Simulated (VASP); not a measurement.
Wanted: the native input for a VASP 6.6.1 run.

```
Task                   : single point
Functional             : PBEsol
Potentials or basis    : VASP PAW PBE potentials, release 64 (In_d, Se)
Cutoff                 : 520 eV
k mesh                 : 10 × 10 × 10
Occupations            : gaussian, width 0.02 eV
Spin                   : no spin polarisation
Dipole correction      : no
Further INCAR settings : ALGO = Normal; EDIFF = 1e-07; NBANDS = 30
```

The structure of In3Se lies in POSCAR:

```
In3Se
1.0
    4.8037580000      0.0000000000      0.0000000000
    0.0000000000      4.8037580000      0.0000000000
    0.0000000000      0.0000000000      4.8037580000
In Se
3 1
Direct
    0.0000000000      0.5000000000      0.5000000000
    0.5000000000      0.0000000000      0.5000000000
    0.5000000000      0.5000000000      0.0000000000
    0.0000000000      0.0000000000      0.0000000000
```

These files were run (other wordings do the same):

INCAR

```
PREC = Accurate ; ENCUT = 520
EDIFF = 1E-7 ; ISMEAR = 0
SIGMA = 0.02 ; LREAL = False
LASPH = True ; NELM = 80
ALGO = Normal ; ISIF = 2
LWAVE = False ; LCHARG = False
GGA = PS ; NBANDS = 30
```

KPOINTS

```
regular mesh
0
Gamma
  10 10 10
```

Potentials or basis: VASP PAW PBE potentials, release 64 (In_d, Se).

Run with:

```console
$ cat potpaw_PBE.64/In_d/POTCAR potpaw_PBE.64/Se/POTCAR > POTCAR
$ mpirun -np 1 vasp_std > vasp.out
```

It gave:

| Quantity | Value |
| --- | --- |
| Pressure | -3.0 GPa |

Caveat: the PAW data sets were made with another functional, which shifts forces and pressure a little.

Run time: 3 min on 1 thread of AMD EPYC 7R43 64-Core Processor (Zen 3), on a shared host, peak memory 0.25 GiB.
